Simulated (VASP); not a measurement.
A run of VASP 6.6.1:

Contents of INCAR:

```
ALGO = Normal
EDIFF = 1E-8
ENCUT = 520
GGA = PE
ISIF = 2
ISMEAR = -1
LASPH = True
LCHARG = False
LEFG = True
LREAL = False
LWAVE = False
NBANDS = 21
NELM = 80
PREC = Accurate
SIGMA = 0.03
```

The input KPOINTS:

```
k-points
0
Gamma
  9 9 9
```

File POSCAR:

```
Sn
1.0
    0.0649120000      3.2780560000      3.2780560000
    3.2780560000      0.0649120000      3.2780560000
    3.2780560000      3.2780560000      0.0649120000
Sn
2
Direct
    0.5000000000      0.5000000000      0.5000000000
    0.7500000000      0.7500000000      0.7500000000
```

Potentials or basis: VASP PAW PBE potentials, release 64 (Sn_d).

Run with:

```sh
$ cat potpaw_PBE.64/Sn_d/POTCAR > POTCAR
$ mpirun -np 1 vasp_std > vasp.out
```

Hardware: 1 thread of Intel(R) Xeon(R) Platinum 8375C CPU @ 2.90GHz (Ice Lake) (shared host).

**Question.** Estimate the wall time of this run.

**Answer.** Wall time 77 s on 1 thread of Intel(R) Xeon(R) Platinum 8375C CPU @ 2.90GHz (Ice Lake) (shared host), peak memory 0.25 GiB. Counts: scf iterations 13, k points 85.
